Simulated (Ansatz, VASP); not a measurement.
# Mo, level by level in two programs

```xyz
1
Lattice="-1.6047 1.6047 1.6047 1.6047 -1.6047 1.6047 1.6047 1.6047 -1.6047" Properties=species:S:1:pos:R:3 pbc="T T T"
Mo    0.0000    0.0000    0.0000
```

Single points on this cell with VASP 6.6.1 and Ansatz 0.2.0. Each row is one pair of runs. Alike in all rows: smearing: fermi-dirac, width 0.05 eV; VASP's potentials, cutoff: VASP PAW PBE potentials, release 64 (Mo_sv), 520 eV; Ansatz's potentials, cutoff: Ansatz PAW, 420 eV.

| level | spin | k mesh | pressure (GPa), VASP | pressure (GPa), Ansatz |
| --- | --- | --- | --- | --- |
| PBE0 | off | 8 × 8 × 8 | -15.8 | ? |
| PBEsol | non-collinear, zero start, SOC | 12 × 12 × 12 | -17.8 | -18.2 |
| HSE06 | off | 8 × 8 × 8 | -15.8 | -16.6 |

**Question.** Fill in what Ansatz gave in row 1.

**Answer.** Pressure (GPa): -16.4.
